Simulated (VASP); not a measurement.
## AlGa3N4: single point with PBEsol

AlGa3N4:

```
CELL_PARAMETERS angstrom
4.98808 0.00000 0.00013
0.00000 3.07004 0.00000
-0.00348 0.00000 5.64285
ATOMIC_POSITIONS crystal
Al 0.00060 0.50000 0.66736
Ga 0.49912 0.50000 0.33492
Ga 0.49903 0.00000 0.83156
Ga 0.99986 0.00000 0.16618
N 0.11967 0.50000 0.34010
N 0.11765 0.00000 0.82638
N 0.62044 0.00000 0.16622
N 0.63123 0.50000 0.66730
```

This cell differs from its parent crystal: strain -0.030 along x and y, +0.030 along z.

- Program: VASP 6.6.1
- Task: single point
- Functional: PBEsol
- Potentials or basis: VASP PAW PBE potentials, release 64 (Al, Ga_d, N)
- Cutoff: 520 eV
- k mesh: 6 × 8 × 6
- Occupations: gaussian, width 0.05 eV
- Spin: no spin polarisation
- Dipole correction: no
- Further INCAR settings: ALGO = Normal; EDIFF = 1e-06; NBANDS = 41

```json
{"Pressure": "6.9 GPa", "Largest force": "0.695 eV/Å", "Band gap on the k mesh": "2.46 eV, direct"}
```

Forces in eV/Å, atoms in the order of the input:
```
Al   0.415  0.000 -0.456
Ga   0.387  0.000  0.479
Ga   0.339  0.000  0.487
Ga   0.356  0.000 -0.460
N   -0.405  0.000  0.564
N   -0.312  0.000  0.531
N   -0.356  0.000 -0.597
N   -0.423  0.000 -0.548
```

Stress tensor (GPa, compression positive):
```
15.24  0.00 -0.06
 0.00 12.60  0.00
-0.06  0.00 -7.04
```

Levels at points of the mesh, in eV from the valence-band top:
```csv
k point,band 29,band 30,band 31,band 32,band 33,band 34
"(0.00, 0.00, 0.00)",-0.35,-0.14,0.00,2.46,4.37,5.56
"(0.50, 0.00, 0.00)",-0.74,-0.74,-0.43,4.43,4.56,4.72
"(0.00, 0.50, 0.00)",-2.15,-2.09,-2.02,5.59,5.60,6.93
"(0.50, 0.50, 0.00)",-1.49,-1.45,-1.44,5.82,5.90,6.03
"(0.00, 0.00, 0.50)",-0.79,-0.53,-0.22,4.77,4.99,6.39
"(0.50, 0.00, 0.50)",-1.13,-1.10,-1.05,5.52,5.59,5.69
"(0.00, 0.50, 0.50)",-2.35,-1.24,-1.12,4.24,4.72,5.54
"(0.50, 0.50, 0.50)",-1.80,-1.70,-1.67,4.16,4.32,4.35
```

Wall time 11 min on 1 thread of Oxide Virtual Turin-like Processor, on a shared host, peak memory 0.35 GiB.

Caveat: the cell differs from its parent crystal (strain -0.030 along x and y, +0.030 along z); the PAW data sets were made with another functional, which shifts forces and pressure a little.
